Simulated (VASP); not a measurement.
# SnO (Pm-3m) in VASP: further runs

Runs on SnO. Level: PBE. Tasks: single point.

Program: VASP 6.6.1. These are calculated values, not measurements. Logs are shortened: lines on timing, memory, paths and dates and some standing lists are left out, and cuts for length are marked.

### 1 The cell of the first run

The structure is cubic, space group Pm-3m (No. 221). The conventional cell has a = 3.158 Å, b = 3.158 Å, c = 3.158 Å, α = 90.00°, β = 90.00°, γ = 90.00°. Within 3.6 Å of Sn (site symmetry m-3m) lie 8 O at 2.73 Å and 6 Sn at 3.16 Å. Within 3.6 Å of O (site symmetry m-3m) lie 8 Sn at 2.73 Å and 6 O at 3.16 Å.

The cell was built from a structure type or drawn by symmetry, and may not be a known phase.

### 2 Single point, PBE

The input, INCAR:

```
PREC = Accurate ; ENCUT = 520
EDIFF = 1E-6 ; ISMEAR = 0
SIGMA = 0.1 ; LREAL = F
LASPH = T ; NELM = 80
ALGO = Normal ; ISIF = 2
LWAVE = F ; LCHARG = F
GGA = PE ; NBANDS = 17
```

The input, KPOINTS:

```
regular mesh
0
Gamma
  6 6 6
```

The input, POSCAR:

```
SnO
1.0
    3.1575173600      0.0000000000      0.0000000000
    0.0000000000      3.1575173600      0.0000000000
    0.0000000000      0.0000000000      3.1575173600
Sn O
1 1
Direct
    0.0000000000      0.0000000000      0.0000000000
    0.5000000000      0.5000000000      0.5000000000
```

Potentials or basis: VASP PAW PBE potentials, release 64 (Sn_d, O).

The run is started by

```console
$ cat potpaw_PBE.64/Sn_d/POTCAR potpaw_PBE.64/O/POTCAR > POTCAR
$ mpirun -np 1 vasp_std > vasp.out
```

OUTCAR:

```text
PREC = Accurate
   ENCUT = 520
   EDIFF = 1E-6
   ISMEAR = 0
   LREAL = F
   LASPH = T
   NELM = 80
   ISIF = 2
   GGA = PE

 ion  position               nearest neighbor table
   1  0.000  0.000  0.000-   2 2.73   2 2.73   2 2.73   2 2.73   2 2.73   2 2.73   2 2.73   2 2.73

   2  0.500  0.500  0.500-   1 2.73   1 2.73   1 2.73   1 2.73   1 2.73   1 2.73   1 2.73   1 2.73

  LATTYP: Found a simple cubic cell.
 ALAT       =     3.1575173600

  Lattice vectors:

 A1 = (   3.1575173600,   0.0000000000,   0.0000000000)
 A2 = (   0.0000000000,   3.1575173600,   0.0000000000)
 A3 = (   0.0000000000,   0.0000000000,   3.1575173600)

Analysis of symmetry for initial positions (statically):
=====================================================================
 Subroutine PRICEL returns:
 Original cell was already a primitive cell.

 Routine SETGRP: Setting up the symmetry group for a
 simple cubic supercell.

 Subroutine GETGRP returns: Found 48 space group operations
 (whereof 48 operations were pure point group operations)
 out of a pool of 48 trial point group operations.

The static configuration has the point symmetry O_h .

Analysis of symmetry for dynamics (positions and initial velocities):
=====================================================================
 Subroutine PRICEL returns:
 Original cell was already a primitive cell.

 Routine SETGRP: Setting up the symmetry group for a
 simple cubic supercell.

 Subroutine GETGRP returns: Found 48 space group operations
 (whereof 48 operations were pure point group operations)
 out of a pool of 48 trial point group operations.

The dynamic configuration has the point symmetry O_h .

 Subroutine INISYM returns: Found 48 space group operations
 (whereof 48 operations are pure point group operations),
 and found     1 'primitive' translations

----------------------------------------------------------------------------------------

                                     Primitive cell

  volume of cell :      31.4802

  direct lattice vectors                    reciprocal lattice vectors
     3.157517360  0.000000000  0.000000000     0.316704514  0.000000000  0.000000000
     0.000000000  3.157517360  0.000000000     0.000000000  0.316704514  0.000000000
     0.000000000  0.000000000  3.157517360     0.000000000  0.000000000  0.316704514

  length of vectors
     3.157517360  3.157517360  3.157517360     0.316704514  0.316704514  0.316704514

  position of ions in fractional coordinates (direct lattice)
     0.000000000  0.000000000  0.000000000
     0.500000000  0.500000000  0.500000000

  ion indices of the primitive-cell ions
   primitive index   ion index
                 1           1
                 2           2

----------------------------------------------------------------------------------------

 KPOINTS: regular mesh

Automatic generation of k-mesh.
 Grid dimensions read from file:
 generate k-points for:    6    6    6

 Generating k-lattice:

  Cartesian coordinates                     Fractional coordinates (reciprocal lattice)
     0.052784086  0.000000000  0.000000000     0.166666667  0.000000000  0.000000000
     0.000000000  0.052784086  0.000000000     0.000000000  0.166666667  0.000000000
     0.000000000  0.000000000  0.052784086     0.000000000  0.000000000  0.166666667

  Length of vectors
     0.052784086  0.052784086  0.052784086

  Shift w.r.t. Gamma in fractional coordinates (k-lattice)
     0.000000000  0.000000000  0.000000000

 Subroutine IBZKPT returns following result:
 ===========================================

 Found     20 irreducible k-points:

 Following reciprocal coordinates:
            Coordinates               Weight
  0.000000  0.000000  0.000000      1.000000
  0.166667  0.000000  0.000000      6.000000
  0.333333  0.000000  0.000000      6.000000
  0.500000  0.000000  0.000000      3.000000
  0.166667  0.166667  0.000000     12.000000
  0.333333  0.166667  0.000000     24.000000
[... 12 lines left out ...]
  0.500000  0.500000  0.333333      6.000000
  0.500000  0.500000  0.500000      1.000000
   k-points           NKPTS =     20   k-points in BZ     NKDIM =     20   number of bands    NBANDS=     17
   number of dos      NEDOS =    301   number of ions     NIONS =      2
   total plane-waves  NPLWV =  13824
   dimension x,y,z NGX =    24 NGY =   24 NGZ =   24
   dimension x,y,z NGXF=    48 NGYF=   48 NGZF=   48
   ions per type =               1   1
   NGX,Y,Z   is equivalent  to a cutoff of  12.64, 12.64, 12.64 a.u.
   NGXF,Y,Z  is equivalent  to a cutoff of  25.27, 25.27, 25.27 a.u.
 SYSTEM =  unknown system
   PREC   = accura    normal or accurate (medium, high low for compatibility)
   ISTART =      0    job   : 0-new  1-cont  2-samecut
   ICHARG =      2    charge: 1-file 2-atom 10-const
   ISPIN  =      1    spin polarized calculation?
   LNONCOLLINEAR =      F non collinear calculations
   LSORBIT =      F    spin-orbit coupling
   LASPH  =      T    aspherical Exc in radial PAW
   ENCUT  =  520.0 eV  38.22 Ry    6.18 a.u.   5.87  5.87  5.87*2*pi/ulx,y,z
   NELM   =     80;   NELMIN=  2; NELMDL= -5     # of ELM steps
   EDIFF  = 0.1E-05   stopping-criterion for ELM
   LREAL  =      F    real-space projection
   EDIFFG = 0.1E-04   stopping-criterion for IOM
   NSW    =      0    number of steps for IOM
   IBRION =     -1    ionic relax: 0-MD 1-quasi-New 2-CG
   NFREE  =      0    steps in history (QN), initial steepest desc. (CG)
   ISIF   =      2    stress and relaxation
   ISYM   =      2    0-nonsym 1-usesym 2-fastsym
   POTIM  = 0.5000    time-step for ionic-motion
   TEBEG  =    0.0;   TEEND  =   0.0 temperature during run
   PSTRESS=    0.0 pullay stress
   NELECT =      20.0000    total number of electrons
   NUPDOWN=      -1.0000    fix difference up-down
   EMIN   =  10.00;   EMAX   =-10.00  energy-range for DOS
   EFERMI =   0.00;   METHOD = LEGACY
   ISMEAR =     0;   SIGMA  =   0.10  broadening in eV -4-tet -1-fermi 0-gaus
   EFERMI_NEDOS =   21; number of points for ismear=-14 and -15
   IALGO  =     38    algorithm
   IMIX   =      4    mixing-type and parameters
     AMIX     =   0.40;   BMIX     =  1.00
     AMIX_MAG =   1.60;   BMIX_MAG =  1.00
  volume/ion in A,a.u.               =      15.74       106.22
  Fermi-wavevector in a.u.,A,eV,Ry     =   1.407362  2.659528 26.948613  1.980667
  Thomas-Fermi vector in A             =   2.529629
   LORBIT       =      0    0 simple, 1 ext, 2 COOP (PROOUT), +10 PAW based schemes
   GGA     = PE    functional components
   LHFCALC =     F    Hartree Fock is set to
   AEXX    =    0.0000 exact exchange contribution
   IVDW    =     0    specifies the selected vdW correction
   LEPSILON=     F    determine dielectric tensor
   LRPA    =     F    only Hartree local field effects (RPA)
 non-spin polarized calculation
 Gauss-broadening in eV      SIGMA  =   0.10
  energy-cutoff  :      520.00
  volume of cell :       31.48
 maximum number of plane-waves:       868
 NGX is ok and might be reduce to    24
   NGX = 11   NGY = 11   NGZ = 11

 number of electron      19.9999994 magnetization

 Free energy of the ion-electron system (eV)
  ---------------------------------------------------
  ext. energy  EPLUGINS =         0.00000000
  ---------------------------------------------------
  free energy    TOTEN  =        -9.83500579 eV

  energy without entropy =       -9.83487510  energy(sigma->0) =       -9.83494044

 E-fermi :   7.5888     XC(G=0): -11.1375

 val. band max:        7.3938916191   @ k =   0.5000   0.1667   0.0000
 cond. band min:       7.7489990450   @ k =   0.5000   0.5000   0.5000
 fundamental gap:      0.3551074259
 Fermi energy:         7.5887782533

 k-point     1 :       0.0000    0.0000    0.0000
  band No.  band energies     occupation
      1     -14.0063      2.00000
      2     -14.0063      2.00000
      3     -13.6815      2.00000
      4     -13.6815      2.00000
      5     -13.6815      2.00000
      6     -10.0144      2.00000
[... 9 lines left out ...]
     16      25.9266      0.00000
     17      27.1012      0.00000

 k-point     2 :       0.1667    0.0000    0.0000
  band No.  band energies     occupation
      1     -14.0029      2.00000
      2     -13.9477      2.00000
      3     -13.7015      2.00000
      4     -13.7015      2.00000
      5     -13.6798      2.00000
      6      -9.8712      2.00000
[... 9 lines left out ...]
     16      24.3078      0.00000
     17      25.7397      0.00000

 k-point     3 :       0.3333    0.0000    0.0000
  band No.  band energies     occupation
      1     -13.9960      2.00000
      2     -13.8304      2.00000
      3     -13.7412      2.00000
      4     -13.7412      2.00000
      5     -13.6765      2.00000
      6      -9.5579      2.00000
[... 9 lines left out ...]
     16      21.8618      0.00000
     17      24.9007      0.00000

 k-point     4 :       0.5000    0.0000    0.0000
  band No.  band energies     occupation
      1     -13.9926      2.00000
      2     -13.7717      2.00000
      3     -13.7609      2.00000
      4     -13.7609      2.00000
      5     -13.6748      2.00000
      6      -9.3851      2.00000
[... 9 lines left out ...]
     16      24.2033      0.00000
     17      24.8328      0.00000
[... 263 lines left out ...]
      1     -13.8539      2.00000
      2     -13.8301      2.00000
      3     -13.8034      2.00000
      4     -13.7144      2.00000
      5     -13.6513      2.00000
      6      -8.8495      2.00000
[... 9 lines left out ...]
     16      20.3871      0.00000
     17      28.5156      0.00000

 k-point    19 :       0.5000    0.5000    0.3333
  band No.  band energies     occupation
      1     -13.8715      2.00000
      2     -13.8275      2.00000
      3     -13.8275      2.00000
      4     -13.6819      2.00000
      5     -13.6165      2.00000
      6      -8.7967      2.00000
[... 9 lines left out ...]
     16      20.0324      0.00000
     17      27.9349      0.00000

 k-point    20 :       0.5000    0.5000    0.5000
  band No.  band energies     occupation
      1     -13.8534      2.00000
      2     -13.8534      2.00000
      3     -13.8534      2.00000
      4     -13.6153      2.00000
      5     -13.6153      2.00000
      6      -8.7709      2.00000
[... 9 lines left out ...]
     16      19.8139      0.00000
     17      27.0636      0.00000

------------------------ aborting loop because EDIFF is reached ----------------------------------------

  FORCE on cell =-STRESS in cart. coord.  units (eV):
  Direction    XX          YY          ZZ          XY          YZ          ZX
  --------------------------------------------------------------------------------------
  -------------------------------------------------------------------------------------
  Total       -0.4176438     -0.4176438     -0.4176438      0.0000000      0.0000000     -0.0000000
  in kB      -21.2558923    -21.2558923    -21.2558923      0.0000000      0.0000000     -0.0000000
  external PRESSURE =     -21.2558923 kB  Pullay stress =       0.0000000 kB

 VOLUME and BASIS-vectors are now :
 -----------------------------------------------------------------------------
  energy-cutoff  :      520.00
  volume of cell :       31.48
      direct lattice vectors                 reciprocal lattice vectors
     3.157517360  0.000000000  0.000000000     0.316704514  0.000000000  0.000000000
     0.000000000  3.157517360  0.000000000     0.000000000  0.316704514  0.000000000
     0.000000000  0.000000000  3.157517360     0.000000000  0.000000000  0.316704514

 POSITION                                       TOTAL-FORCE (eV/Angst)
 -----------------------------------------------------------------------------------
      0.00000      0.00000      0.00000         0.000000      0.000000      0.000000
      1.57876      1.57876      1.57876         0.000000      0.000000      0.000000
 -----------------------------------------------------------------------------------
    total drift:                                0.000000      0.000000     -0.000000

  FREE ENERGIE OF THE ION-ELECTRON SYSTEM (eV)
  ---------------------------------------------------
  free  energy   TOTEN  =        -9.8350057852 eV

  energy  without entropy=       -9.8348750953  energy(sigma->0) =       -9.83494044
```

It took 4.6 s on 1 thread of Intel Xeon 6975P-C (Granite Rapids), shared host; peak memory 0.14 GiB.

Results:

```
Free energy            : -9.8350 eV
Pressure               : -2.1 GPa
Band gap on the k mesh : 0.36 eV (least direct gap 0.93 eV)
```

Caveat: spin-orbit coupling is left out, which moves the levels of the heavy elements.

### 3 Single point, PBE

This run uses another cell than the first one, of 15.35 Å³/atom.

The input, INCAR:

```
SYSTEM = SnO
PREC = Accurate
ENCUT = 520
EDIFF = 1E-7
ISMEAR = 0
SIGMA = 0.02
LREAL = .False.
LASPH = .True.
NELM = 100
ALGO = Normal
ISIF = 2
LWAVE = .False.
LCHARG = .False.
GGA = PE
NBANDS = 17
```

The input, KPOINTS:

```
Automatic mesh
0
Gamma
  12 12 12
  0 0 0
```

The input, POSCAR:

```
SnO
1.0
    3.1313673369      0.0000000000      0.0000000000
    0.0000000000      3.1313673369      0.0000000000
    0.0000000000      0.0000000000      3.1313673369
Sn O
1 1
Direct
    0.0000000000      0.0000000000      0.0000000000
    0.5000000000      0.5000000000      0.5000000000
```

Potentials or basis: VASP PAW PBE potentials, release 64 (Sn_d, O).

The run is started by

```console
$ cat potpaw_PBE.64/Sn_d/POTCAR potpaw_PBE.64/O/POTCAR > POTCAR
$ mpirun -np 1 vasp_std > vasp.out
```

Run time: 14 s. Hardware: 1 thread of Intel Xeon 6975P-C (Granite Rapids), shared host; peak memory 0.16 GiB.

The run converged. Its results:

```yaml
Free_energy: -9.8407 eV
Pressure: 0.0 GPa
Band_gap_on_the_k_mesh: zero (bands 10 and 11 overlap by 0.09 eV)
```

Levels at points of the mesh, in eV from the Fermi level:
| k point | band 8 | band 9 | band 10 | band 11 | band 12 | band 13 |
| --- | --- | --- | --- | --- | --- | --- |
| (0.00, 0.00, 0.00) | -2.55 | -2.55 | -2.55 | 7.83 | 7.83 | 7.83 |
| (0.50, 0.00, 0.00) | -1.81 | -1.81 | -1.16 | 0.33 | 7.00 | 7.00 |
| (0.50, 0.50, 0.00) | -5.46 | -4.87 | -1.68 | 3.32 | 3.32 | 8.50 |
| (0.50, 0.50, 0.50) | -3.33 | -3.33 | -1.50 | -0.10 | -0.10 | -0.10 |

Caveat: semilocal functionals underestimate gaps, so a narrow gap can read as zero; spin-orbit coupling is left out, which moves the levels of the heavy elements.

### 4 Single point, PBE

This run uses another cell than the first one, of 15.36 Å³/atom.

The input, INCAR:

```
SYSTEM = SnO
PREC = Accurate ; ENCUT = 520
EDIFF = 1E-7 ; ISMEAR = 0
SIGMA = 0.1 ; LREAL = .FALSE.
LASPH = .TRUE. ; NELM = 100
ALGO = Normal ; ISIF = 2
LWAVE = .FALSE. ; LCHARG = .FALSE.
GGA = PE ; NBANDS = 17
```

The input, KPOINTS:

```
Automatic mesh
0
G
  18 18 18
  0 0 0
```

The input, POSCAR:

```
SnO
1.0
    3.1319266813      0.0000000000      0.0000000000
    0.0000000000      3.1319266813      0.0000000000
    0.0000000000      0.0000000000      3.1319266813
Sn O
1 1
Direct
    0.0000000000      0.0000000000      0.0000000000
    0.5000000000      0.5000000000      0.5000000000
```

The run is started by

```console
$ cat potpaw_PBE.64/Sn_d/POTCAR potpaw_PBE.64/O/POTCAR > POTCAR
$ mpirun -np 1 vasp_std > vasp.out
```

Wall time 31 s (1 thread of Intel Xeon 6975P-C (Granite Rapids), shared host); peak memory 0.22 GiB.

The run converged. Its results:

- Free energy: -9.8415 eV
- Pressure: -0.1 GPa
- Band gap on the k mesh: zero (bands 10 and 11 overlap by 0.07 eV)

Levels at points of the mesh, in eV from the Fermi level:
```tsv
k point	band 6	band 7	band 8	band 9	band 10	band 11	band 12	band 13	band 14	band 15
(0.00, 0.00, 0.00)	-17.98	-7.56	-2.52	-2.52	-2.52	7.85	7.85	7.85	7.95	7.95
(0.50, 0.00, 0.00)	-17.31	-8.86	-1.78	-1.78	-1.14	0.36	7.02	7.02	11.00	11.01
(0.50, 0.50, 0.00)	-16.75	-5.43	-5.43	-4.85	-1.65	3.34	3.34	8.52	9.71	14.88
(0.50, 0.50, 0.50)	-16.65	-3.30	-3.30	-3.30	-1.49	-0.07	-0.07	-0.07	12.20	12.20
```

Caveat: semilocal functionals underestimate gaps, so a narrow gap can read as zero; spin-orbit coupling is left out, which moves the levels of the heavy elements.

### 5 Summary

| cell | k mesh | smearing | gap on the mesh (eV) | pressure (GPa) |
| --- | --- | --- | --- | --- |
| a = 3.158 Å, 2 atoms | 6 × 6 × 6 | gaussian 0.1 eV | 0.36 | -2.1 |
| a = 3.131 Å, 2 atoms | 12 × 12 × 12 | gaussian 0.02 eV | none | 0.0 |
| a = 3.132 Å, 2 atoms | 18 × 18 × 18 | gaussian 0.1 eV | none | -0.1 |

Alike in all rows: task single point; level PBE; potentials or basis VASP PAW PBE potentials, release 64 (Sn_d, O); no spin polarisation; cutoff (eV) 520.

Caveats: spin-orbit coupling is left out, which moves the levels of the heavy elements; semilocal functionals underestimate gaps, so a narrow gap can read as zero (at least some runs).

Absolute energies hang on the potentials; compare differences alone.
